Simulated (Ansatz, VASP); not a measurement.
## Mn2Sn in VASP and in Ansatz

```
Mn Sn
1.0
     0.00000    3.02072    3.02072
     3.02072    0.00000    3.02072
     3.02072    3.02072    0.00000
Mn Sn
2 1
Direct
  0.50000 0.50000 0.50000
  0.75000 0.75000 0.75000
  0.00000 0.00000 0.00000
```

Alike in both runs: functional PBE; k mesh 6 × 6 × 6; occupations gaussian, width 0.1 eV; collinear spin.

Ansatz relaxed the structure, and its values are those at the end. VASP's run is a single point on that final structure, the one shown.

|  | VASP | Ansatz |
| --- | --- | --- |
| version | VASP 6.6.1 | Ansatz 0.2.0 |
| potentials or method | VASP PAW PBE potentials, release 64 (Mn_pv, Sn_d), cutoff 520 eV | scalar-relativistic, plane waves, PAW |
| valence electrons in the cell | 40 | 44 |

Ansatz gave:

| Property | Result |
| --- | --- |
| gap on the k mesh at the Fermi level (eV) | none |
| pressure (GPa) | 0.1 |
| net moment per atom (μB) | 0.05 |
| size of the moment on the site where the two differ most (μB) | 2.94 |

**Question.** Estimate VASP's values.

**Answer.** gap on the k mesh at the Fermi level (eV): none; pressure (GPa): 0.2; net moment per atom (μB): 0.05; size of the moment on the site where the two differ most (μB): 2.99.

Site moments also hang on the region over which each program counts them. A gap of «none» marks a metal or a gap that the smearing closes. The functional is the same, so the differences come from potentials, cutoffs and numerics. VASP's potentials hold 40 valence electrons a cell and Ansatz's 44, so a difference there can come from the potentials and not from the codes.
